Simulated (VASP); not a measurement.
# Sb (R-3m) in VASP: a series of runs, part 2 of 2

VASP 6.6.1. Earlier steps stand in the parts before.

### 3 Electric field gradients, PBEsol (30.74 Å³/atom)

This run uses another cell than the first one, of 30.74 Å³/atom.

INCAR reads:

```
PREC = Accurate ; ENCUT = 520
EDIFF = 1E-8 ; ISMEAR = -1
SIGMA = 0.05 ; LREAL = False
LASPH = True ; NELM = 80
ALGO = Normal ; ISIF = 2
LWAVE = False ; LCHARG = False
GGA = PS ; LEFG = True
NBANDS = 12
```

KPOINTS reads:

```
regular mesh
0
Gamma
  9 9 9
```

POSCAR reads:

```
Sb
1.0
    2.1683746945      1.2519117136      3.7749435520
   -2.1683746945      1.2519117136      3.7749435520
    0.0000000000     -2.5038234270      3.7749435520
Sb
2
Direct
    0.2336400000      0.2336400000      0.2336400000
    0.7663600000      0.7663600000      0.7663600000
```

Potentials or basis: VASP PAW PBE potentials, release 64 (Sb).

Run with:

```sh
$ cat potpaw_PBE.64/Sb/POTCAR > POTCAR
$ mpirun -np 1 vasp_std > vasp.out
```

OUTCAR:

```text
PREC = Accurate
   ENCUT = 520
   EDIFF = 1E-8
   ISMEAR = -1
   LREAL = False
   LASPH = True
   NELM = 80
   ISIF = 2
   GGA = PS

 ion  position               nearest neighbor table
   1  0.234  0.234  0.234-   2 2.93   2 2.93   2 2.93   2 3.37   2 3.37   2 3.37
   2  0.766  0.766  0.766-   1 2.93   1 2.93   1 2.93   1 3.37   1 3.37   1 3.37

  LATTYP: Found a trigonal (rhomboedric) cell.
 ALAT       =     4.5298267710
 COS(alpha) =     0.5417151843

  Lattice vectors:

 A1 = (   2.1683746945,   1.2519117136,   3.7749435520)
 A2 = (  -2.1683746945,   1.2519117136,   3.7749435520)
 A3 = (   0.0000000000,  -2.5038234270,   3.7749435520)

Analysis of symmetry for initial positions (statically):
=====================================================================
 Subroutine PRICEL returns:
 Original cell was already a primitive cell.

 Routine SETGRP: Setting up the symmetry group for a
 trigonal (rhombohedral) supercell.

 Subroutine GETGRP returns: Found 12 space group operations
 (whereof 12 operations were pure point group operations)
 out of a pool of 12 trial point group operations.

The static configuration has the point symmetry D_3d.

Analysis of symmetry for dynamics (positions and initial velocities):
=====================================================================
 Subroutine PRICEL returns:
 Original cell was already a primitive cell.

 Routine SETGRP: Setting up the symmetry group for a
 trigonal (rhombohedral) supercell.

 Subroutine GETGRP returns: Found 12 space group operations
 (whereof 12 operations were pure point group operations)
 out of a pool of 12 trial point group operations.

The dynamic configuration has the point symmetry D_3d.

 Subroutine INISYM returns: Found 12 space group operations
 (whereof 12 operations are pure point group operations),
 and found     1 'primitive' translations

----------------------------------------------------------------------------------------

                                     Primitive cell

  volume of cell :      61.4851

  direct lattice vectors                    reciprocal lattice vectors
     2.168374695  1.251911714  3.774943552     0.230587454  0.133129729  0.088301541
    -2.168374695  1.251911714  3.774943552    -0.230587454  0.133129729  0.088301541
     0.000000000 -2.503823427  3.774943552     0.000000000 -0.266259457  0.088301541

  length of vectors
     4.529826771  4.529826771  4.529826771     0.280519626  0.280519626  0.280519626

  position of ions in fractional coordinates (direct lattice)
     0.233640000  0.233640000  0.233640000
     0.766360000  0.766360000  0.766360000

  ion indices of the primitive-cell ions
   primitive index   ion index
                 1           1
                 2           2

----------------------------------------------------------------------------------------

 KPOINTS: regular mesh

Automatic generation of k-mesh.
 Grid dimensions read from file:
 generate k-points for:    9    9    9

 Generating k-lattice:
[... 80 lines left out ...]
   IMIX   =      4    mixing-type and parameters
     AMIX     =   0.40;   BMIX     =  1.00
     AMIX_MAG =   1.60;   BMIX_MAG =  1.00
  volume/ion in A,a.u.               =      30.74       207.46
  Fermi-wavevector in a.u.,A,eV,Ry     =   0.893617  1.688692 10.864959  0.798552
  Thomas-Fermi vector in A             =   2.015718
   LORBIT       =      0    0 simple, 1 ext, 2 COOP (PROOUT), +10 PAW based schemes
   GGA     = PS    functional components
   LHFCALC =     F    Hartree Fock is set to
   AEXX    =    0.0000 exact exchange contribution
   IVDW    =     0    specifies the selected vdW correction
   LEPSILON=     F    determine dielectric tensor
   LRPA    =     F    only Hartree local field effects (RPA)
 non-spin polarized calculation
  energy-cutoff  :      520.00
  volume of cell :       61.49
 maximum number of plane-waves:      1670
 NGX is ok and might be reduce to    36
   NGX = 17   NGY = 17   NGZ = 17

 number of electron      10.0000000 magnetization

 Free energy of the ion-electron system (eV)
  ---------------------------------------------------
  ext. energy  EPLUGINS =         0.00000000
  ---------------------------------------------------
  free energy    TOTEN  =        -9.11586619 eV

  energy without entropy =       -9.11438722  energy(sigma->0) =       -9.11512671

 E-fermi :   6.8754     XC(G=0):  -9.5905

 val. band max:        6.8011738764   @ k =   0.3333   0.2222   0.2222
 cond. band min:       6.9154350750   @ k =   0.4444   0.0000  -0.0000
 fundamental gap:      0.1142611987
 Fermi energy:         6.8753729198

 k-point     1 :       0.0000    0.0000    0.0000
  band No.  band energies     occupation
      1      -5.6811      2.00000
      2       2.0140      2.00000
      3       4.9119      2.00000
      4       5.1550      2.00000
      5       5.1550      2.00000
      6       8.9710      0.00000
      7       9.5808      0.00000
      8       9.5808      0.00000
      9      11.9817      0.00000
     10      11.9817      0.00000
     11      12.1260      0.00000
     12      13.4312      0.00000
[... 331 lines left out ...]
 k-point    24 :       0.4444    0.4444   -0.0000
  band No.  band energies     occupation
      1      -3.5148      2.00000
      2      -0.9683      2.00000
      3       1.7261      2.00000
      4       3.3009      2.00000
      5       3.3627      2.00000
      6       8.4770      0.00000
      7      11.6784      0.00000
      8      12.2390      0.00000
      9      13.2383      0.00000
     10      15.4615      0.00000
     11      16.4409      0.00000
     12      17.6610      0.00000

 [... further k-points ...]

------------------------ aborting loop because EDIFF is reached ----------------------------------------

  FORCE on cell =-STRESS in cart. coord.  units (eV):
  Direction    XX          YY          ZZ          XY          YZ          ZX
  --------------------------------------------------------------------------------------
  -------------------------------------------------------------------------------------
  Total       -0.2748448     -0.2748448     -0.3883200      0.0000000     -0.0000000      0.0000000
  in kB       -7.1619018     -7.1619018    -10.1188359      0.0000000     -0.0000000      0.0000000
  external PRESSURE =      -8.1475465 kB  Pullay stress =       0.0000000 kB

 VOLUME and BASIS-vectors are now :
 -----------------------------------------------------------------------------
  energy-cutoff  :      520.00
  volume of cell :       61.49
      direct lattice vectors                 reciprocal lattice vectors
     2.168374695  1.251911714  3.774943552     0.230587454  0.133129729  0.088301541
    -2.168374695  1.251911714  3.774943552    -0.230587454  0.133129729  0.088301541
     0.000000000 -2.503823427  3.774943552     0.000000000 -0.266259457  0.088301541

 POSITION                                       TOTAL-FORCE (eV/Angst)
 -----------------------------------------------------------------------------------
      0.00000      0.00000      2.64593         0.000000      0.000000      0.070565
      0.00000      0.00000      8.67890         0.000000     -0.000000     -0.070565
 -----------------------------------------------------------------------------------
    total drift:                                0.000000     -0.000000      0.000000

  FREE ENERGIE OF THE ION-ELECTRON SYSTEM (eV)
  ---------------------------------------------------
  free  energy   TOTEN  =        -9.1158661898 eV

  energy  without entropy=       -9.1143872225  energy(sigma->0) =       -9.11512671

 Electric field gradients (V/A^2)
---------------------------------------------------------------------
 ion       V_xx      V_yy      V_zz      V_xy      V_xz      V_yz
---------------------------------------------------------------------
   1      21.414    21.414   -42.828     0.000     0.000    -0.000
   2      21.414    21.414   -42.828    -0.000    -0.000    -0.000
---------------------------------------------------------------------

 Electric field gradients after diagonalization (V/A^2)
 (convention: |V_zz| > |V_xx| > |V_yy|)
----------------------------------------------------------------------
 ion       V_xx      V_yy      V_zz     asymmetry (V_yy - V_xx)/ V_zz
----------------------------------------------------------------------
   1      21.414    21.414   -42.828       0.000
   2      21.414    21.414   -42.828       0.000
----------------------------------------------------------------------

           NMR quadrupolar parameters

 Cq : quadrupolar parameter    Cq=e*Q*V_zz/h
 eta: asymmetry parameters     (V_yy - V_xx)/ V_zz
 Q  : nuclear electric quadrupole moment in mb (millibarn)
----------------------------------------------------------------------
 ion       Cq(MHz)       eta       Q (mb)
----------------------------------------------------------------------
   1      -0.104       0.000       1.000
   2      -0.104       0.000       1.000
----------------------------------------------------------------------
```

OSZICAR:

```text
N       E                     dE             d eps       ncg     rms          rms(c)
DAV:   1     0.344264018487E+02    0.34426E+02   -0.35627E+03  2040   0.654E+02
DAV:   2    -0.712751898641E+01   -0.41554E+02   -0.40061E+02  2608   0.108E+02
DAV:   3    -0.911335666225E+01   -0.19858E+01   -0.19700E+01  2548   0.261E+01
DAV:   4    -0.913117448399E+01   -0.17818E-01   -0.17815E-01  2324   0.296E+00
DAV:   5    -0.913139262988E+01   -0.21815E-03   -0.21814E-03  2528   0.362E-01    0.281E+00
DAV:   6    -0.912179137107E+01    0.96013E-02   -0.22897E-03  2376   0.271E-01    0.168E+00
DAV:   7    -0.911581956969E+01    0.59718E-02   -0.56700E-03  2364   0.417E-01    0.570E-02
DAV:   8    -0.911585810693E+01   -0.38537E-04   -0.13059E-04  2512   0.752E-02    0.170E-02
DAV:   9    -0.911586654930E+01   -0.84424E-05   -0.14330E-05  2416   0.221E-02    0.525E-03
DAV:  10    -0.911586601422E+01    0.53507E-06   -0.15383E-06  2432   0.670E-03    0.114E-03
DAV:  11    -0.911586614649E+01   -0.13226E-06   -0.15482E-07  2456   0.229E-03    0.480E-04
DAV:  12    -0.911586617536E+01   -0.28873E-07   -0.16785E-08  2360   0.684E-04    0.121E-04
DAV:  13    -0.911586618734E+01   -0.11983E-07   -0.11999E-09  1324   0.219E-04    0.547E-05
DAV:  14    -0.911586618981E+01   -0.24647E-08   -0.15454E-10  1236   0.875E-05
   1 F= -.91158662E+01 E0= -.91151267E+01  d E =-.147897E-02
```

stdout:

```text
POSCAR found type information on POSCAR Sb
 POSCAR found :  1 types and       2 ions
 scaLAPACK will be used
 -----------------------------------------------------------------------------
|                                                                             |
|                                                                             |
|     You enforced a specific xc type in the INCAR file but a different       |
|     I HOPE YOU KNOW WHAT YOU ARE DOING!                                     |
|                                                                             |
 -----------------------------------------------------------------------------

 LDA part: xc-table for (Slater+PW92), standard interpolation
 POSCAR, INCAR and KPOINTS ok, starting setup
 FFT: planning ... GRIDC
 FFT: planning ... GRID_SOFT
 FFT: planning ... GRID
 WAVECAR not read
 entering main loop
ion   1

ion   2
```

It took 1.9 min on 1 thread of Intel Xeon 8259CL, shared host; peak memory 0.23 GiB.

What came out:

* Free energy: -9.1159 eV
* Pressure: -0.8 GPa
* Largest force: 0.071 eV/Å
* Largest electric field gradient by atom: Sb -42.8 V/Å²

Forces in eV/Å, atoms in the order of the input:
```
Sb   0.000  0.000  0.071
Sb   0.000  0.000 -0.071
```

Electric field gradients, principal values (V/Å²):
```
atom   least  middle  greatest (by size)
1 Sb  21.414  21.414             -42.828
2 Sb  21.414  21.414             -42.828
```

Caveat: without QUAD_EFG the Cq values of the log hold for a quadrupole moment of 1 mb, not for the nuclei; the PAW data sets were made with another functional, which shifts forces and pressure a little; spin-orbit coupling is left out, which moves the levels of the heavy elements.
